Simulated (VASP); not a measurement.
The system is PtSe2.

```
CELL_PARAMETERS angstrom
3.72400 0.00000 0.00000
-1.86200 3.22508 0.00000
0.00000 0.00000 5.06200
ATOMIC_POSITIONS crystal
Pt 0.00000 0.00000 0.00000
Se 0.33333 0.66667 0.25000
Se 0.66667 0.33333 0.75000
```

```yaml
Program: VASP 6.6.1
Task: relaxation of cell and atoms
Functional: r2SCAN
Potentials_or_basis: VASP PAW PBE potentials, release 64 (Pt, Se)
Cutoff: 600 eV
k_mesh: 6 × 6 × 4
Occupations: fermi-dirac, width 0.1 eV
Spin: no spin polarisation
```

At the start: pressure 5.1 GPa; volume 20.27 Å³/atom.

Question: Where does the relaxation end?

Answer: Over 16 steps the energy falls by 20.7 meV/atom and the volume is 22.65 Å³/atom (+11.7 %); space group P-3m1 (No. 164, to 0.1 Å) before and after.

Step by step:
```csv
step,energy change (eV),largest force (eV/Å),pressure (GPa),volume (Å³)
1,0.0000,0.3935,5.05,60.80
2,0.0595,0.7963,-6.65,66.59
3,-0.0337,0.1001,0.04,62.87
4,-0.0337,0.0910,0.13,62.83
5,-0.0366,0.1005,0.14,63.03
6,-0.0434,0.1291,0.15,63.62
7,-0.0490,0.1875,0.35,64.76
8,-0.0521,0.1765,0.11,65.22
9,-0.0577,0.1436,-0.50,66.55
10,-0.0564,0.0707,-1.44,69.24
11,-0.0592,0.1063,-0.89,67.66
12,-0.0610,0.0153,-0.33,67.75
13,-0.0613,0.0379,0.00,67.81
14,-0.0613,0.0438,0.04,67.81
15,-0.0616,0.0377,0.06,67.84
16,-0.0622,0.0224,0.15,67.94
```

Final structure:
```cif
data_structure
_symmetry_space_group_name_H-M 'P 1'
_symmetry_Int_Tables_number 1
_cell_length_a 3.7284
_cell_length_b 3.7284
_cell_length_c 5.6430
_cell_angle_alpha 90.000
_cell_angle_beta 90.000
_cell_angle_gamma 120.000
_cell_volume 67.94
loop_
_atom_site_label
_atom_site_type_symbol
_atom_site_fract_x
_atom_site_fract_y
_atom_site_fract_z
_atom_site_occupancy
Pt1 Pt 0.00000 0.00000 0.00000 1
Se1 Se 0.33333 0.66667 0.23092 1
Se2 Se 0.66667 0.33333 0.76908 1
```

Caveat: the PAW data sets were made with another functional, which shifts forces and pressure a little; the relaxation stopped at a loose force limit of 0.05 eV/Å, so its end isn't a converged minimum.
